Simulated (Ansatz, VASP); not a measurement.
SnSe in VASP and in Ansatz

```
Sn Se
1.0
    11.42000    0.00000    0.00000
     0.00000    4.19000    0.00000
     0.00000    0.00000    4.46000
Sn Se
4 4
Direct
  0.12300 0.25000 0.09100
  0.37700 0.75000 0.59100
  0.62300 0.25000 0.40900
  0.87700 0.75000 0.90900
  0.35700 0.25000 0.01600
  0.14300 0.75000 0.51600
  0.85700 0.25000 0.48400
  0.64300 0.75000 0.98400
```

Alike in both runs: task single point; functional PBE; dispersion D3(BJ); k mesh 2 × 4 × 4; occupations gaussian, width 0.1 eV; no spin polarisation.

|  | VASP | Ansatz |
| --- | --- | --- |
| version | VASP 6.6.1 | Ansatz 0.2.0 |
| potentials or method | VASP PAW PBE potentials, release 64 (Sn_d, Se), cutoff 520 eV | scalar-relativistic, plane waves, PAW |
| valence electrons in the cell | 80 | 120 |

Ansatz gave:

- gap on the k mesh at the Fermi level (eV): 1.09
- least direct gap on the mesh (eV): 1.31
- pressure (GPa): 0.2
- traceless stress, the component that is largest in VASP (GPa): 2.13
- rms of the force components (eV/Å): 0.153

What did VASP give for the same quantities?

gap on the k mesh at the Fermi level (eV): 1.08; least direct gap on the mesh (eV): 1.31; pressure (GPa): 0.2; traceless stress, the component that is largest in VASP (GPa): 2.16; rms of the force components (eV/Å): 0.160.

Atom by atom the forces differ by 0.009 eV/Å (rms over components). VASP's potentials hold 80 valence electrons a cell and Ansatz's 120, so a difference there can come from the potentials and not from the codes.
